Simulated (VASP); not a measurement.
# Re (Pm-3m) in VASP: notebook, part 2 of 2

VASP 6.6.1. The steps go on from the part before.

## (5) Single point, revPBE (volume scaled by 0.96)

Contents of INCAR:

```
PREC     = Accurate       # precision mode
ENCUT    = 520            # plane-wave cutoff, eV
EDIFF    = 1E-7           # SCF threshold, eV
ISMEAR   = -1             # smearing method
SIGMA    = 0.1            # smearing width, eV
LREAL    = F              # projectors in reciprocal space
LASPH    = T              # aspherical terms in the spheres
NELM     = 100            # most SCF steps
ALGO     = Normal         # electronic algorithm
ISIF     = 2              # what is computed and relaxed
LWAVE    = F              # write WAVECAR
LCHARG   = F              # write CHGCAR
GGA      = RE             # functional
NBANDS   = 10             # bands
```

Contents of KPOINTS:

```
Automatic mesh
0
Gamma
  14 14 14
```

Contents of POSCAR:

```
Re
1.0
    2.5531789664      0.0000000000      0.0000000000
    0.0000000000      2.5531789664      0.0000000000
    0.0000000000      0.0000000000      2.5531789664
Re
1
Direct
    0.0000000000      0.0000000000      0.0000000000
```

Potentials or basis: VASP PAW PBE potentials, release 64 (Re).

Started as:

```sh
$ cat potpaw_PBE.64/Re/POTCAR > POTCAR
$ mpirun -np 1 vasp_std > vasp.out
```

OUTCAR:

```text
PREC = Accurate
   ENCUT = 520
   EDIFF = 1E-7
   ISMEAR = -1
   LREAL = F
   LASPH = T
   NELM = 100
   ISIF = 2
   GGA = RE

 ion  position               nearest neighbor table
   1  0.000  0.000  0.000-

  LATTYP: Found a simple cubic cell.
 ALAT       =     2.5531789664

  Lattice vectors:

 A1 = (   2.5531789664,   0.0000000000,   0.0000000000)
 A2 = (   0.0000000000,   2.5531789664,   0.0000000000)
 A3 = (   0.0000000000,   0.0000000000,   2.5531789664)

Analysis of symmetry for initial positions (statically):
=====================================================================
 Subroutine PRICEL returns:
 Original cell was already a primitive cell.

 Routine SETGRP: Setting up the symmetry group for a
 simple cubic supercell.

 Subroutine GETGRP returns: Found 48 space group operations
 (whereof 48 operations were pure point group operations)
 out of a pool of 48 trial point group operations.

The static configuration has the point symmetry O_h .

Analysis of symmetry for dynamics (positions and initial velocities):
=====================================================================
 Subroutine PRICEL returns:
 Original cell was already a primitive cell.

 Routine SETGRP: Setting up the symmetry group for a
 simple cubic supercell.

 Subroutine GETGRP returns: Found 48 space group operations
 (whereof 48 operations were pure point group operations)
 out of a pool of 48 trial point group operations.

The dynamic configuration has the point symmetry O_h .

 Subroutine INISYM returns: Found 48 space group operations
 (whereof 48 operations are pure point group operations),
 and found     1 'primitive' translations

----------------------------------------------------------------------------------------

                                     Primitive cell

  volume of cell :      16.6435

  direct lattice vectors                    reciprocal lattice vectors
[... 103 lines left out ...]
   IMIX   =      4    mixing-type and parameters
     AMIX     =   0.40;   BMIX     =  1.00
     AMIX_MAG =   1.60;   BMIX_MAG =  1.00
  volume/ion in A,a.u.               =      16.64       112.32
  Fermi-wavevector in a.u.,A,eV,Ry     =   1.226572  2.317884 20.469666  1.504478
  Thomas-Fermi vector in A             =   2.361567
   LORBIT       =      0    0 simple, 1 ext, 2 COOP (PROOUT), +10 PAW based schemes
   GGA     = RE    functional components
   LHFCALC =     F    Hartree Fock is set to
   AEXX    =    0.0000 exact exchange contribution
   IVDW    =     0    specifies the selected vdW correction
   LEPSILON=     F    determine dielectric tensor
   LRPA    =     F    only Hartree local field effects (RPA)
 non-spin polarized calculation
  energy-cutoff  :      520.00
  volume of cell :       16.64
 maximum number of plane-waves:       468
 NGX is ok and might be reduce to    20
   NGX =  9   NGY =  9   NGZ =  9

 number of electron       6.9999999 magnetization

 Free energy of the ion-electron system (eV)
  ---------------------------------------------------
  ext. energy  EPLUGINS =         0.00000000
  ---------------------------------------------------
  free energy    TOTEN  =       -10.59622944 eV

  energy without entropy =      -10.55802085  energy(sigma->0) =      -10.57712515

 E-fermi :   7.0831     XC(G=0): -12.8757

 val. band max:        7.0823128311   @ k =   0.4286   0.4286   0.0714
 cond. band min:       7.0845542522   @ k =   0.4286   0.0714   0.0000
 fundamental gap:      0.0022414211
 Fermi energy:         7.0831152188

 k-point     1 :       0.0000    0.0000    0.0000
  band No.  band energies     occupation
      1      -2.3452      2.00000
      2       1.4979      2.00000
      3       1.4979      2.00000
      4      10.6643      0.00000
      5      10.6643      0.00000
      6      10.6643      0.00000
      7      22.5867      0.00000
      8      22.5867      0.00000
      9      22.5867      0.00000
     10      28.6965      0.00000
[... 287 lines left out ...]
 k-point    24 :       0.3571    0.2143    0.0000
  band No.  band energies     occupation
      1       1.4191      2.00000
      2       3.0600      2.00000
      3       4.7975      2.00000
      4       7.7176      0.00350
      5       7.9065      0.00053
      6       9.4124      0.00000
      7      16.7676      0.00000
      8      22.1822      0.00000
      9      25.1802      0.00000
     10      30.3942      0.00000

 [... further k-points ...]
[... 5 lines left out ...]
  --------------------------------------------------------------------------------------
  -------------------------------------------------------------------------------------
  Total        0.9798520      0.9798520      0.9798520      0.0000000     -0.0000000     -0.0000000
  in kB       94.3251034     94.3251034     94.3251034      0.0000000     -0.0000000     -0.0000000
  external PRESSURE =      94.3251034 kB  Pullay stress =       0.0000000 kB

 VOLUME and BASIS-vectors are now :
 -----------------------------------------------------------------------------
  energy-cutoff  :      520.00
  volume of cell :       16.64
      direct lattice vectors                 reciprocal lattice vectors
     2.553178966  0.000000000  0.000000000     0.391668588  0.000000000  0.000000000
     0.000000000  2.553178966  0.000000000     0.000000000  0.391668588  0.000000000
     0.000000000  0.000000000  2.553178966     0.000000000  0.000000000  0.391668588

 POSITION                                       TOTAL-FORCE (eV/Angst)
 -----------------------------------------------------------------------------------
      0.00000      0.00000      0.00000         0.000000      0.000000      0.000000
 -----------------------------------------------------------------------------------
    total drift:                                0.000000      0.000000      0.000000

  FREE ENERGIE OF THE ION-ELECTRON SYSTEM (eV)
  ---------------------------------------------------
  free  energy   TOTEN  =       -10.5962294384 eV

  energy  without entropy=      -10.5580208523  energy(sigma->0) =      -10.57712515
```

stdout:

```text
POSCAR found type information on POSCAR Re
 POSCAR found :  1 types and       1 ions
 scaLAPACK will be used
 -----------------------------------------------------------------------------
|                                                                             |
|                                                                             |
|     You enforced a specific xc type in the INCAR file but a different       |
|     I HOPE YOU KNOW WHAT YOU ARE DOING!                                     |
|                                                                             |
 -----------------------------------------------------------------------------

 LDA part: xc-table for (Slater+PW92), standard interpolation
 POSCAR, INCAR and KPOINTS ok, starting setup
 FFT: planning ... GRIDC
 FFT: planning ... GRID_SOFT
 FFT: planning ... GRID
 WAVECAR not read
 entering main loop
```

Run time: 7.6 s. Hardware: 1 thread of Intel Xeon 6975P-C (Granite Rapids), shared host; peak memory 0.14 GiB.

What came out:

```yaml
Free_energy: -10.5962 eV
Pressure: 9.4 GPa
```

Caveat: the PAW data sets were made with another functional, which shifts forces and pressure a little; spin-orbit coupling is left out, which moves the levels of the heavy elements.

## (6) Single point, revPBE

Contents of INCAR:

```
SYSTEM = Re
  ALGO = Normal
  EDIFF = 1E-6
  ENCUT = 520
  GGA = RE
  ISIF = 2
  ISMEAR = -1
  LASPH = .True.
  LCHARG = .False.
  LREAL = .False.
  LWAVE = .False.
  NBANDS = 10
  NELM = 60
  PREC = Accurate
  SIGMA = 0.1
```

Contents of KPOINTS:

```
k-points
0
Gamma
  14 14 14
  0 0 0
```

Contents of POSCAR:

```
Re
1.0
    2.5881583674      0.0000000000      0.0000000000
    0.0000000000      2.5881583674      0.0000000000
    0.0000000000      0.0000000000      2.5881583674
Re
1
Direct
    0.0000000000      0.0000000000      0.0000000000
```

Potentials or basis: VASP PAW PBE potentials, release 64 (Re).

Started as:

```sh
$ cat potpaw_PBE.64/Re/POTCAR > POTCAR
$ mpirun -np 1 vasp_std > vasp.out
```

Wall time 6.7 s (1 thread of Intel Xeon 6975P-C (Granite Rapids), shared host); peak memory 0.14 GiB.

Results (log left out):

```yaml
Free_energy: -10.6124 eV
Pressure: -1.7 GPa
```

Levels at points of the mesh, in eV from the Fermi level:
```tsv
k point	band 1	band 2	band 3	band 4	band 5	band 6	band 7	band 8
(0.00, 0.00, 0.00)	-9.15	-5.30	-5.30	3.36	3.36	3.36	15.16	15.16
(0.50, 0.00, 0.00)	-5.79	-4.40	-1.06	-0.15	-0.15	3.72	8.06	15.00
(0.50, 0.50, 0.00)	-6.24	-3.86	0.54	0.54	4.55	4.55	5.89	13.39
(0.50, 0.50, 0.50)	-4.70	-4.70	-4.70	6.15	6.15	7.93	11.30	11.30
```

Caveat: the PAW data sets were made with another functional, which shifts forces and pressure a little; spin-orbit coupling is left out, which moves the levels of the heavy elements.

## (7) Summary

| cell | k mesh | gap on the mesh (eV) | pressure (GPa) |
| --- | --- | --- | --- |
| a = 2.588 Å, 1 atom | 12 × 12 × 12 | none | -1.1 |
| a = 2.480 Å, 1 atom | 14 × 14 × 14 | none | 40.6 |
| a = 2.517 Å, 1 atom | 14 × 14 × 14 | none | 23.3 |
| a = 2.553 Å, 1 atom | 14 × 14 × 14 | none | 9.4 |
| a = 2.588 Å, 1 atom | 14 × 14 × 14 | none | -1.7 |

Alike in all rows: task single point; level revPBE; potentials or basis VASP PAW PBE potentials, release 64 (Re); no spin polarisation; cutoff (eV) 520; smearing fermi-dirac 0.1 eV.

Caveats: the PAW data sets were made with another functional, which shifts forces and pressure a little; spin-orbit coupling is left out, which moves the levels of the heavy elements.

Absolute energies hang on the potentials; compare differences alone.
